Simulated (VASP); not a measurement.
# CuO (Tenorite) (C2/c) in VASP: single point with PBE

Aim: the single point of CuO (Tenorite) with PBE.

All numbers are computed with VASP 6.6.1; they aren't measurements. Logs are shortened: lines on timing, memory, paths and dates and some standing lists are left out, and cuts for length are marked.

## (1) The cell of the first run

The typed cell holds 4 atoms: a = 2.921 Å, b = 2.921 Å, c = 5.144 Å, α = 90.01°, β = 90.01°, γ = 89.87°.

## (2) Single point, PBE (volume scaled by 0.980)

INCAR reads:

```
SYSTEM = CuO
PREC = Accurate
ENCUT = 520
EDIFF = 1E-7
ISMEAR = 0
SIGMA = 0.05
LREAL = .FALSE.
LASPH = .TRUE.
NELM = 80
ALGO = Normal
ISIF = 2
LWAVE = .FALSE.
LCHARG = .FALSE.
GGA = PE
NBANDS = 25
```

KPOINTS reads:

```
regular mesh
0
G
  12 12 8
  0 0 0
```

POSCAR reads:

```
CuO
1.0
    2.0614044576     -2.0630271768      0.1633275929
    2.0614044576      2.0630271768      0.1633275929
   -0.4075110628      0.0000000000      5.1279265294
Cu O
2 2
Direct
   -0.0057500000      0.4942500000      0.0018500000
    0.4942500000     -0.0057500000      0.5018500000
    0.4943176937      0.4941823063      0.2518500000
    0.4941823063      0.4943176937      0.7518500000
```

Potentials or basis: VASP PAW PBE potentials, release 64 (Cu, O).

Launch:

```sh
$ cat potpaw_PBE.64/Cu/POTCAR potpaw_PBE.64/O/POTCAR > POTCAR
$ mpirun -np 1 vasp_std > vasp.out
```

OUTCAR:

```text
SYSTEM = CuO
   PREC = Accurate
   ENCUT = 520
   EDIFF = 1E-7
   ISMEAR = 0
   LREAL = .FALSE.
   LASPH = .TRUE.
   NELM = 80
   ISIF = 2
   GGA = PE

 ion  position               nearest neighbor table
   1  0.994  0.494  0.002-   3 1.95   4 1.95   4 1.95   3 1.95
   2  0.494  0.994  0.502-   4 1.95   3 1.95   3 1.95   4 1.95
   3  0.494  0.494  0.252-   1 1.95   2 1.95   2 1.95   1 1.95
   4  0.494  0.494  0.752-   2 1.95   1 1.95   1 1.95   2 1.95

  LATTYP: Found a base centered monoclinic cell.
 ALAT       =     4.1357293144
 B/A-ratio  =     0.9976606398
 C/A-ratio  =     1.2438176914
 COS(beta)  =    -0.0002362655

  Lattice vectors:

 A1 = (   2.0614044576,  -2.0630271768,   0.1633275929)
 A2 = (   2.0614044576,   2.0630271768,   0.1633275929)
 A3 = (  -0.4075110628,   0.0000000000,   5.1279265294)

Analysis of symmetry for initial positions (statically):
=====================================================================
 Subroutine PRICEL returns:
 Original cell was already a primitive cell.

 Routine SETGRP: Setting up the symmetry group for a
 base centered monoclinic supercell.

 Subroutine GETGRP returns: Found  4 space group operations
 (whereof  1 operations were pure point group operations)
 out of a pool of  4 trial point group operations.

The static configuration has the point symmetry C_1 .
 The point group associated with its full space group is C_2h.

Analysis of symmetry for dynamics (positions and initial velocities):
=====================================================================
 Subroutine PRICEL returns:
 Original cell was already a primitive cell.

 Routine SETGRP: Setting up the symmetry group for a
 base centered monoclinic supercell.

 Subroutine GETGRP returns: Found  4 space group operations
 (whereof  1 operations were pure point group operations)
 out of a pool of  4 trial point group operations.

The dynamic configuration has the point symmetry C_1 .
 The point group associated with its full space group is C_2h.

 Subroutine INISYM returns: Found  4 space group operations
 (whereof  1 operations are pure point group operations),
 and found     1 'primitive' translations

----------------------------------------------------------------------------------------

                                     Primitive cell

  volume of cell :      43.8900

  direct lattice vectors                    reciprocal lattice vectors
     2.061404458 -2.063027177  0.163327593     0.241035419 -0.242362294  0.019154838
     2.061404458  2.063027177  0.163327593     0.241035419  0.242362294  0.019154838
[... 87 lines left out ...]
   ENCUT  =  520.0 eV  38.22 Ry    6.18 a.u.   5.43  5.43  9.56*2*pi/ulx,y,z
   NELM   =     80;   NELMIN=  2; NELMDL= -5     # of ELM steps
   EDIFF  = 0.1E-06   stopping-criterion for ELM
   LREAL  =      F    real-space projection
   EDIFFG = 0.1E-05   stopping-criterion for IOM
   NSW    =      0    number of steps for IOM
   IBRION =     -1    ionic relax: 0-MD 1-quasi-New 2-CG
   NFREE  =      0    steps in history (QN), initial steepest desc. (CG)
   ISIF   =      2    stress and relaxation
   ISYM   =      2    0-nonsym 1-usesym 2-fastsym
   POTIM  = 0.5000    time-step for ionic-motion
   TEBEG  =    0.0;   TEEND  =   0.0 temperature during run
   PSTRESS=    0.0 pullay stress
   NELECT =      34.0000    total number of electrons
   NUPDOWN=      -1.0000    fix difference up-down
   EMIN   =  10.00;   EMAX   =-10.00  energy-range for DOS
   EFERMI =   0.00;   METHOD = LEGACY
   ISMEAR =     0;   SIGMA  =   0.05  broadening in eV -4-tet -1-fermi 0-gaus
   EFERMI_NEDOS =   21; number of points for ismear=-14 and -15
   IALGO  =     38    algorithm
   IMIX   =      4    mixing-type and parameters
     AMIX     =   0.40;   BMIX     =  1.00
     AMIX_MAG =   1.60;   BMIX_MAG =  1.00
  volume/ion in A,a.u.               =      10.97        74.05
  Fermi-wavevector in a.u.,A,eV,Ry     =   1.503531  2.841262 30.757422  2.260607
  Thomas-Fermi vector in A             =   2.614629
   LORBIT       =      0    0 simple, 1 ext, 2 COOP (PROOUT), +10 PAW based schemes
   GGA     = PE    functional components
   LHFCALC =     F    Hartree Fock is set to
   AEXX    =    0.0000 exact exchange contribution
   IVDW    =     0    specifies the selected vdW correction
   LEPSILON=     F    determine dielectric tensor
   LRPA    =     F    only Hartree local field effects (RPA)
 non-spin polarized calculation
 Gauss-broadening in eV      SIGMA  =   0.05
  energy-cutoff  :      520.00
  volume of cell :       43.89
 maximum number of plane-waves:      1207
 NGX is ok and might be reduce to    24
   NGX = 11   NGY = 11   NGZ = 19

 number of electron      33.9999994 magnetization

 Free energy of the ion-electron system (eV)
  ---------------------------------------------------
  ext. energy  EPLUGINS =         0.00000000
  ---------------------------------------------------
  free energy    TOTEN  =       -19.71817935 eV

  energy without entropy =      -19.71437565  energy(sigma->0) =      -19.71627750

 E-fermi :   5.0203     XC(G=0): -11.3723

 val. band max:        5.0200627239   @ k =  -0.0833  -0.0833   0.3750
 cond. band min:       5.0205220803   @ k =   0.0833   0.0833   0.3750
 fundamental gap:      0.0004593564
 Fermi energy:         5.0202582560

 k-point     1 :       0.0000    0.0000    0.0000
  band No.  band energies     occupation
      1     -14.8603      2.00000
      2     -13.5420      2.00000
      3      -3.1749      2.00000
      4      -0.4648      2.00000
      5      -0.4599      2.00000
      6       1.2312      2.00000
[... 661 lines left out ...]
     24      18.1681      0.00000
     25      18.7540      0.00000

 [... further k-points ...]
[... 5 lines left out ...]
  --------------------------------------------------------------------------------------
  -------------------------------------------------------------------------------------
  Total        0.9309240      0.9353801      1.0669955      0.0000000      0.0000000     -0.0102878
  in kB       33.9827836     34.1454480     38.9499837      0.0000000      0.0000000     -0.3755482
  external PRESSURE =      35.6927384 kB  Pullay stress =       0.0000000 kB

 VOLUME and BASIS-vectors are now :
 -----------------------------------------------------------------------------
  energy-cutoff  :      520.00
  volume of cell :       43.89
      direct lattice vectors                 reciprocal lattice vectors
     2.061404458 -2.063027177  0.163327593     0.241035419 -0.242362294  0.019154838
     2.061404458  2.063027177  0.163327593     0.241035419  0.242362294  0.019154838
    -0.407511063  0.000000000  5.127926529    -0.015354251  0.000000000  0.193790408

 POSITION                                       TOTAL-FORCE (eV/Angst)
 -----------------------------------------------------------------------------------
      3.06765     -1.03151      0.25260         0.000000      0.000000      0.000000
      2.86389      1.03151      2.81656        -0.000000      0.000000      0.000000
      1.93507     -0.00028      1.45292         0.000000     -0.000005      0.000000
      1.73131      0.00028      4.01688         0.000000      0.000005      0.000000
 -----------------------------------------------------------------------------------
    total drift:                                0.000558      0.000000     -0.000267

  FREE ENERGIE OF THE ION-ELECTRON SYSTEM (eV)
  ---------------------------------------------------
  free  energy   TOTEN  =       -19.7181793490 eV

  energy  without entropy=      -19.7143756469  energy(sigma->0) =      -19.71627750
```

OSZICAR:

```text
N       E                     dE             d eps       ncg     rms          rms(c)
DAV:   1     0.303965638392E+03    0.30397E+03   -0.16289E+04 16664   0.211E+03
DAV:   2     0.135894842136E+02   -0.29038E+03   -0.26702E+03 16296   0.394E+02
DAV:   3    -0.246859780719E+02   -0.38275E+02   -0.36241E+02 20421   0.160E+02
DAV:   4    -0.260089383951E+02   -0.13230E+01   -0.13167E+01 19800   0.313E+01
DAV:   5    -0.260350765114E+02   -0.26138E-01   -0.26125E-01 20774   0.392E+00    0.178E+01
DAV:   6    -0.235088560813E+02    0.25262E+01   -0.38486E+01 22819   0.154E+02    0.138E+01
DAV:   7    -0.196523318799E+02    0.38565E+01   -0.10706E+01 19580   0.116E+02    0.257E+00
DAV:   8    -0.197534913680E+02   -0.10116E+00   -0.15339E+00 16820   0.830E+00    0.163E+00
DAV:   9    -0.197234291377E+02    0.30062E-01   -0.59111E-02 24456   0.629E+00    0.542E-01
DAV:  10    -0.197189878109E+02    0.44413E-02   -0.14129E-02 23653   0.172E+00    0.370E-01
DAV:  11    -0.197181409921E+02    0.84682E-03   -0.78923E-03 24800   0.833E-01    0.597E-02
DAV:  12    -0.197181315367E+02    0.94554E-05   -0.40069E-04 21623   0.226E-01    0.332E-02
DAV:  13    -0.197181815863E+02   -0.50050E-04   -0.79071E-05 23268   0.928E-02    0.123E-02
DAV:  14    -0.197181797468E+02    0.18396E-05   -0.47091E-06 24917   0.630E-02    0.790E-03
DAV:  15    -0.197181793823E+02    0.36449E-06   -0.29559E-06 24399   0.159E-02    0.105E-03
DAV:  16    -0.197181793490E+02    0.33238E-07   -0.10799E-07 14874   0.837E-03
   1 F= -.19718179E+02 E0= -.19716277E+02  d E =-.380370E-02
```

It took 4 min on 1 thread of Intel Xeon 6975P-C, shared host; peak memory 0.39 GiB.

Results:

| Quantity | Value |
| --- | --- |
| Free energy | -19.7182 eV |
| Pressure | 3.6 GPa |
| Band gap on the k mesh | zero (band 17 reaches 5.68 eV, above the bottom of band 18 at 4.51 eV) |

Levels at points of the mesh, in eV from the Fermi level:
```csv
k point,band 14,band 15,band 16,band 17,band 18,band 19,band 20,band 21
"(0.00, 0.00, 0.00)",-2.42,-2.33,-1.96,0.66,0.67,1.43,6.12,7.32
"(0.50, 0.00, 0.00)",-1.93,-1.61,-1.53,0.21,0.46,3.67,5.91,6.52
"(0.50, 0.50, 0.00)",-2.39,-1.63,-1.22,-1.22,1.13,2.12,7.18,9.88
"(0.00, 0.00, 0.50)",-2.33,-1.58,-1.58,0.10,0.10,3.50,3.50,11.65
"(0.50, 0.00, 0.50)",-2.39,-2.06,-1.85,-0.17,0.67,4.30,5.90,8.31
"(0.50, 0.50, 0.50)",-1.95,-1.44,-1.44,-0.51,-0.51,3.99,3.99,10.58
```

Caveat: semilocal functionals often make such compounds metallic where correlation or magnetic order opens a gap, which also shifts bond lengths.
